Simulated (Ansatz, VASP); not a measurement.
La in VASP and in Ansatz

```
CELL_PARAMETERS angstrom
3.98646 0.00000 0.00000
-1.99323 3.45238 0.00000
0.00000 0.00000 6.39829
ATOMIC_POSITIONS crystal
La 0.33333 0.66667 0.25000
La 0.66667 0.33333 0.75000
```

Alike in both runs: task single point; functional revPBE; k mesh 11 × 11 × 6; occupations fermi-dirac, width 0.1 eV; no spin polarisation.

```csv
,VASP,Ansatz
version,VASP 6.6.1,Ansatz 0.2.0
potentials or method,"VASP PAW PBE potentials, release 64 (La), cutoff 520 eV","plane waves (420 eV) with PAW, scalar-relativistic"
valence electrons in the cell,22,22
```

|  | VASP | Ansatz | Ansatz less VASP |
| --- | --- | --- | --- |
| pressure (GPa) | -2.4 | -2.4 | -0.03 |
| traceless stress, the component that is largest in VASP (GPa) | -0.17 | -0.17 | +0.002 |

VASP's potentials were made for PBE, not for revPBE. With one functional, cell and mesh, what is left measures potentials, basis and numerics.

Spin-orbit coupling is off throughout.
